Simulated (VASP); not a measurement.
A run of VASP 6.6.1 is set up as follows.

File INCAR:

```
SYSTEM = BaC2
  PREC = Accurate
  ENCUT = 520
  EDIFF = 1E-6
  ISMEAR = 0
  SIGMA = 0.05
  LREAL = .FALSE.
  LASPH = .TRUE.
  NELM = 100
  ALGO = Normal
  ISIF = 2
  LWAVE = .FALSE.
  LCHARG = .FALSE.
  NBANDS = 16
```

The input KPOINTS:

```
Automatic mesh
0
G
  10 10 10
  0 0 0
```

Contents of POSCAR:

```
BaC2
1.0
   -2.3261848265      2.3261848265      3.2612927666
    2.3261848265     -2.3261848265      3.2612927666
    2.3261848265      2.3261848265     -3.2612927666
Ba C
1 2
Direct
    0.0000000000      0.0000000000      0.0000000000
    0.5870080000      0.5870080000      0.0000000000
    0.4129920000      0.4129920000      0.0000000000
```

Potentials or basis: VASP PAW LDA potentials, release 64 (Ba_sv, C).

Launch:

```console
$ cat potpaw_LDA.64/Ba_sv/POTCAR potpaw_LDA.64/C/POTCAR > POTCAR
$ mpirun -np 1 vasp_std > vasp.out
```

(1) Estimate the largest force.

(2) Estimate the band gap on the k mesh.

(3) Predict the pressure.

## Answers

(1) 12.884 eV/Å.

(2) 1.24 eV, indirect (least direct gap 2.39 eV).

(3) 12.4 GPa.

Caveat: spin-orbit coupling is left out, which moves the levels of the heavy elements; forces of over 1 eV/Å act on the atoms, so gaps and moduli don't describe the material at rest.
